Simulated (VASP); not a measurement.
Crystal: TaVN2.

```
Ta V N
1.0
     6.09970    0.00000    0.00000
     0.00000    3.04990    0.00000
     0.00000    0.00000    4.29610
Ta V N
2 2 4
Cartesian
  0.0000 0.0000 0.0000
  3.0499 0.0000 0.0000
  1.5249 1.5250 2.1481
  4.5748 1.5250 2.1481
  0.0000 0.0000 2.1481
  1.5249 1.5250 0.0000
  3.0499 0.0000 2.1481
  4.5748 1.5250 0.0000
```

Base run:

| Item | Value |
| --- | --- |
| Program | VASP 6.6.1 |
| Functional | PBE |
| Dispersion | D3(BJ) |
| Potentials or basis | VASP PAW PBE potentials, release 64 (Ta_sv_GW, V_sv, N) |
| Cutoff | 600 eV |
| k mesh | 4 × 7 × 5 |
| Occupations | fermi-dirac, width 0.05 eV |
| Spin | collinear spin, ferromagnetic start |
| Starting moments | [0.0, 0.0, 1.8, 1.8, 0.0, 0.0, 0.0, 0.0] μB |
| Hubbard terms | V d U = 5.9 eV, J = 0.9 eV |

Its results: pressure 10.9 GPa; net moment 4.97 μB per cell; site moments Ta -0.13; V +2.42; N +0.05, +0.01 (each value once) μB.

Task: The run is repeated on the same cell with these changes: spin from collinear spin, ferromagnetic start to collinear spin, antiferromagnetic start; moments at the start from [0.0, 0.0, 1.8, 1.8, 0.0, 0.0, 0.0, 0.0] to [0.0, 0.0, 1.8, -1.8, 0.0, 0.0, 0.0, 0.0. What comes out?

Result: Pressure 10.0 GPa; net moment 0.00 μB per cell; site moments Ta +0.00; V +2.36, -2.36; N +0.00, +0.02, -0.02 (each value once) μB.

Caveats: the cell stands under pressure.
